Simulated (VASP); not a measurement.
# ZrHg (P4/mmm) in VASP: vibrations by perturbation theory with LDA

Aim: the vibrations by perturbation theory of ZrHg with LDA.

Program: VASP 6.6.1. These are calculated values, not measurements. Logs are shortened: lines on timing, memory, paths and dates and some standing lists are left out, and cuts for length are marked.

## 1. The cell of the first run

It takes space group P4/mmm (No. 123, tetragonal). The conventional cell has a = 2.998 Å, b = 2.998 Å, c = 4.147 Å, α = 90.00°, β = 90.00°, γ = 90.00°. Zr (site symmetry 4/mmm) has 8 Hg at 2.97 Å and 4 Zr at 3.00 Å within 3.9 Å. Within 3.9 Å of Hg (site symmetry 4/mmm) lie 8 Zr at 2.97 Å and 4 Hg at 3.00 Å.

## 2. Vibrations by perturbation theory, LDA

Input file INCAR:

```
ALGO = Normal ; EDIFF = 1E-8
ENCUT = 520 ; IBRION = 8
ISIF = 2 ; ISMEAR = -1
LASPH = True ; LCHARG = False
LREAL = False ; LWAVE = False
NELM = 100 ; NSW = 1
PREC = Accurate ; SIGMA = 0.15
```

Input file KPOINTS:

```
k-points
0
Gamma
  14 14 10
```

Input file POSCAR:

```
ZrHg
1.0
    2.9979153962      0.0000000000      0.0000000000
    0.0000000000      2.9979153962      0.0000000000
    0.0000000000      0.0000000000      4.1469404968
Zr Hg
1 1
Direct
    0.5000000000      0.5000000000      0.5000000000
    0.0000000000      0.0000000000      0.0000000000
```

Potentials or basis: VASP PAW LDA potentials, release 64 (Zr_sv, Hg).

Run with:

```
cat potpaw_LDA.64/Zr_sv/POTCAR potpaw_LDA.64/Hg/POTCAR > POTCAR
mpirun -np 1 vasp_std > vasp.out
```

OUTCAR:

```text
EDIFF = 1E-8
   ENCUT = 520
   IBRION = 8
   ISIF = 2
   ISMEAR = -1
   LASPH = True
   LREAL = False
   NELM = 100
   NSW = 1
   PREC = Accurate

 ion  position               nearest neighbor table
   1  0.500  0.500  0.500-   2 2.97   2 2.97   2 2.97   2 2.97   2 2.97   2 2.97   2 2.97   2 2.97

   2  0.000  0.000  0.000-   1 2.97   1 2.97   1 2.97   1 2.97   1 2.97   1 2.97   1 2.97   1 2.97

  LATTYP: Found a simple tetragonal cell.
 ALAT       =     2.9979153962
 C/A-ratio  =     1.3832746922

  Lattice vectors:

 A1 = (   2.9979153962,   0.0000000000,   0.0000000000)
 A2 = (   0.0000000000,   2.9979153962,   0.0000000000)
 A3 = (   0.0000000000,   0.0000000000,   4.1469404968)

Analysis of symmetry for initial positions (statically):
=====================================================================
 Subroutine PRICEL returns:
 Original cell was already a primitive cell.

 Routine SETGRP: Setting up the symmetry group for a
 simple tetragonal supercell.

 Subroutine GETGRP returns: Found 16 space group operations
 (whereof 16 operations were pure point group operations)
 out of a pool of 16 trial point group operations.

The static configuration has the point symmetry D_4h.

Analysis of symmetry for dynamics (positions and initial velocities):
=====================================================================
 Subroutine PRICEL returns:
 Original cell was already a primitive cell.

 Routine SETGRP: Setting up the symmetry group for a
 simple tetragonal supercell.

 Subroutine GETGRP returns: Found 16 space group operations
 (whereof 16 operations were pure point group operations)
 out of a pool of 16 trial point group operations.

The dynamic configuration has the point symmetry D_4h.

 Subroutine INISYM returns: Found 16 space group operations
 (whereof 16 operations are pure point group operations),
 and found     1 'primitive' translations

----------------------------------------------------------------------------------------

                                     Primitive cell

  volume of cell :      37.2706

  direct lattice vectors                    reciprocal lattice vectors
     2.997915396  0.000000000  0.000000000     0.333565117  0.000000000  0.000000000
     0.000000000  2.997915396  0.000000000     0.000000000  0.333565117  0.000000000
     0.000000000  0.000000000  4.146940497     0.000000000  0.000000000  0.241141632

  length of vectors
     2.997915396  2.997915396  4.146940497     0.333565117  0.333565117  0.241141632

  position of ions in fractional coordinates (direct lattice)
     0.500000000  0.500000000  0.500000000
     0.000000000  0.000000000  0.000000000

  ion indices of the primitive-cell ions
   primitive index   ion index
                 1           1
                 2           2

----------------------------------------------------------------------------------------

 KPOINTS: k-points

Automatic generation of k-mesh.
 Grid dimensions read from file:
 generate k-points for:   14   14   10

 Generating k-lattice:

  Cartesian coordinates                     Fractional coordinates (reciprocal lattice)
     0.023826080  0.000000000  0.000000000     0.071428571  0.000000000  0.000000000
     0.000000000  0.023826080  0.000000000     0.000000000  0.071428571  0.000000000
     0.000000000  0.000000000  0.024114163     0.000000000  0.000000000  0.100000000

  Length of vectors
[... 71 lines left out ...]
   EFERMI_NEDOS =   21; number of points for ismear=-14 and -15
   IALGO  =     38    algorithm
   IMIX   =      4    mixing-type and parameters
     AMIX     =   0.40;   BMIX     =  1.00
     AMIX_MAG =   1.60;   BMIX_MAG =  1.00
  volume/ion in A,a.u.               =      18.64       125.76
  Fermi-wavevector in a.u.,A,eV,Ry     =   1.413697  2.671500 27.191784  1.998540
  Thomas-Fermi vector in A             =   2.535316
   LORBIT       =      0    0 simple, 1 ext, 2 COOP (PROOUT), +10 PAW based schemes
   GGA     = CA    functional components
   LHFCALC =     F    Hartree Fock is set to
   AEXX    =    0.0000 exact exchange contribution
   IVDW    =     0    specifies the selected vdW correction
   LEPSILON=     F    determine dielectric tensor
   LRPA    =     F    only Hartree local field effects (RPA)
 non-spin polarized calculation
  energy-cutoff  :      520.00
  volume of cell :       37.27
 maximum number of plane-waves:      1023
 NGX is ok and might be reduce to    24
   NGX = 11   NGY = 11   NGZ = 15

--------------------------------------- Ionic step        1  -------------------------------------------

 number of electron      24.0000000 magnetization

 Free energy of the ion-electron system (eV)
  ---------------------------------------------------
  ext. energy  EPLUGINS =         0.00000000
  ---------------------------------------------------
  free energy    TOTEN  =       -10.92241322 eV

  energy without entropy =      -10.80099159  energy(sigma->0) =      -10.86170240

 E-fermi :   8.2395     XC(G=0): -12.4429

 val. band max:        8.2330231872   @ k =   0.3571   0.0714   0.3000
 cond. band min:       8.2508944369   @ k =   0.4286   0.0714   0.4000
 fundamental gap:      0.0178712497
 Fermi energy:         8.2394624621

 k-point     1 :       0.0000    0.0000    0.0000
  band No.  band energies     occupation
      1     -40.1874      2.00000
      2     -18.5394      2.00000
      3     -17.8822      2.00000
      4     -17.8822      2.00000
      5      -1.4743      2.00000
      6      -0.7472      2.00000
[... 433 lines left out ...]
      3     -18.4065      2.00000
      4     -18.1855      2.00000
      5       0.0430      2.00000
      6       0.0654      2.00000
[... 8 lines left out ...]
     15      10.8580      0.00000
     16      13.5207      0.00000

 [... further k-points ...]
[... 5 lines left out ...]
  --------------------------------------------------------------------------------------
  -------------------------------------------------------------------------------------
  Total        2.5748024      2.5748024      2.6142067      0.0000000      0.0000000      0.0000000
  in kB      110.6847873    110.6847873    112.3786867      0.0000000      0.0000000      0.0000000
  external PRESSURE =     111.2494204 kB  Pullay stress =       0.0000000 kB

 VOLUME and BASIS-vectors are now :
 -----------------------------------------------------------------------------
  energy-cutoff  :      520.00
  volume of cell :       37.27
      direct lattice vectors                 reciprocal lattice vectors
     2.997915396  0.000000000  0.000000000     0.333565117  0.000000000  0.000000000
     0.000000000  2.997915396  0.000000000     0.000000000  0.333565117  0.000000000
     0.000000000  0.000000000  4.146940497     0.000000000  0.000000000  0.241141632

 POSITION                                       TOTAL-FORCE (eV/Angst)
 -----------------------------------------------------------------------------------
      1.49896      1.49896      2.07347         0.000000      0.000000      0.000000
      0.00000      0.00000      0.00000         0.000000      0.000000      0.000000
 -----------------------------------------------------------------------------------
    total drift:                                0.000000      0.000000     -0.000000

  FREE ENERGIE OF THE ION-ELECTRON SYSTEM (eV)
  ---------------------------------------------------
  free  energy   TOTEN  =       -10.9224132201 eV

  energy  without entropy=      -10.8009915874  energy(sigma->0) =      -10.86170240

[... ionic steps 2 to 3 ...]

--------------------------------------- Ionic step        4  -------------------------------------------

------------------------ aborting loop because EDIFF is reached ----------------------------------------
[... 11 lines left out ...]
[... ionic steps 8 to 8 ...]

--------------------------------------- Ionic step        9  -------------------------------------------

 Free energy of the ion-electron system (eV)
  ---------------------------------------------------
  ---------------------------------------------------
  free energy    TOTEN  =        -0.38193040 eV

  energy without entropy =       -0.38193041

------------------------ aborting loop because EDIFF is reached ----------------------------------------

 INTERNAL STRAIN TENSOR  FOR ION    2  DIRECTION 3   (eV/Angst):
 -----------------------------------------------------------------------------
    -0.02408  0.00000  0.00000
     0.00000 -0.02408  0.00000
     0.00000  0.00000  0.00807

 INTERNAL STRAIN TENSOR FOR ION    2 for displacements in x,y,z  (eV/Angst):
          X           Y           Z          XY          YZ          ZX
  --------------------------------------------------------------------------------
  x     0.00000     0.00000     0.00000     0.00000     0.00000     0.00000
  y     0.00000     0.00000     0.00000     0.00000     0.00000     0.00000
  z     0.00000     0.00000     0.00000     0.00000     0.00000     0.00000

 SECOND DERIVATIVES (NOT SYMMETRIZED)
 ------------------------------------
               1X          1Y          1Z          2X          2Y          2Z
  1X    -4.409809    0.000000    0.000000    4.409809    0.000000    0.000000
  1Y     0.000000   -4.409809    0.000000    0.000000    4.409809    0.000000
  1Z     0.000000    0.000000   -8.570952    0.000000    0.000000    8.570952
  2X     4.402812    0.000000    0.000000   -4.402812    0.000000    0.000000
  2Y     0.000000    4.402812    0.000000    0.000000   -4.402812    0.000000
  2Z    -0.000000    0.000000    8.562368    0.000000   -0.000000   -8.562368

 Eigenvectors and eigenvalues of the dynamical matrix
 ----------------------------------------------------

   1 f  =    5.778846 THz    36.309562 2PiTHz  192.761563 cm-1    23.899377 meV
             X         Y         Z           dx          dy          dz
      1.498958  1.498958  2.073470     0.000000   -0.000000    0.829220
      0.000000  0.000000  0.000000    -0.000000    0.000000   -0.558923
[... 21 lines left out ...]
   6 f/i=    0.001525 THz     0.009583 2PiTHz    0.050873 cm-1     0.006307 meV
             X         Y         Z           dx          dy          dz
      1.498958  1.498958  2.073470    -0.475867    0.292949   -0.000000
      0.000000  0.000000  0.000000    -0.706205    0.434748   -0.000000

--------------------------------------------------------------------------------------------------------

 ELASTIC MODULI CONTR FROM IONIC RELAXATION (kBar)
 Direction    XX          YY          ZZ          XY          YZ          ZX
 --------------------------------------------------------------------------------
 XX           0.0000      0.0000      0.0000      0.0000      0.0000      0.0000
 YY           0.0000      0.0000      0.0000      0.0000      0.0000      0.0000
 ZZ           0.0000      0.0000      0.0000      0.0000      0.0000      0.0000
 XY           0.0000      0.0000      0.0000      0.0000      0.0000      0.0000
 YZ           0.0000      0.0000      0.0000      0.0000      0.0000      0.0000
 ZX           0.0000      0.0000      0.0000      0.0000      0.0000      0.0000
 --------------------------------------------------------------------------------
```

Wall time 10 min (1 thread of Intel Xeon Platinum 8488C (Sapphire Rapids), shared host); peak memory 0.58 GiB.

What came out:

```yaml
Highest_phonon_frequency_at_Γ: 193 cm⁻¹
```

Phonon frequencies in cm⁻¹ (negative: imaginary):
```csv
q point,frequencies
"(0.000, 0.000, 0.000)",0 0 0 138 138 193
```

Caveat: the cell stands under pressure or tension, which shifts response properties; spin-orbit coupling is left out, which moves the levels of the heavy elements.
